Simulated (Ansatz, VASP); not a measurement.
## One calculation of Si, two programs

The input INCAR:

```
SYSTEM = Si
ALGO = Normal ; EDIFF = 1E-6
ENCUT = 520 ; GGA = PE
ISIF = 2 ; ISMEAR = -1
LASPH = .TRUE. ; LCHARG = .FALSE.
LREAL = .FALSE. ; LWAVE = .FALSE.
NBANDS = 11 ; NELM = 60
PREC = Accurate ; SIGMA = 0.08
```

The input KPOINTS:

```
k-points
0
G
  12 12 12
  0 0 0
```

File POSCAR:

```
Si
1.0
    0.0000000000      2.7599938150      2.7599938150
    2.7599938150      0.0000000000      2.7599938150
    2.7599938150      2.7599938150      0.0000000000
Si
2
Direct
    0.5000000000      0.5000000000      0.5000000000
    0.7500000000      0.7500000000      0.7500000000
```

Input for Ansatz:

```yaml
crystal:
  lattice:
    - [0.0, 2.759993815, 2.759993815]
    - [2.759993815, 0.0, 2.759993815]
    - [2.759993815, 2.759993815, 0.0]
  atoms:
    - { symbol: Si, position: [0.5, 0.5, 0.5] }
    - { symbol: Si, position: [0.75, 0.75, 0.75] }
kpoints:
  mp_grid: { grid: [12, 12, 12] }
scf:
  occupations: { method: fermi_dirac, width: 0.08 }
hamiltonian:
  xc: pbe
  pseudopotentials: { kind: all_electron, lapw: { basis_error: 0.00025 } }
output:
  forces: true
  stress: true
  eigenvalues: true
```

Change from the starting cell: volume scaled by 1.05.

Alike in both runs: task single point; functional PBE; k mesh 12 × 12 × 12; occupations fermi-dirac, width 0.08 eV; no spin polarisation.

|  | VASP | Ansatz |
| --- | --- | --- |
| version | VASP 6.6.1 | Ansatz 0.2.0 |
| potentials or method | VASP PAW PBE potentials, release 64 (Si), cutoff 520 eV | all-electron LAPW, scalar-relativistic |

```csv
,VASP,Ansatz,Ansatz less VASP
pressure (GPa),-2.3,-2.3,+0.05
```

Ansatz ran all-electron here, and VASP with PAW potentials.
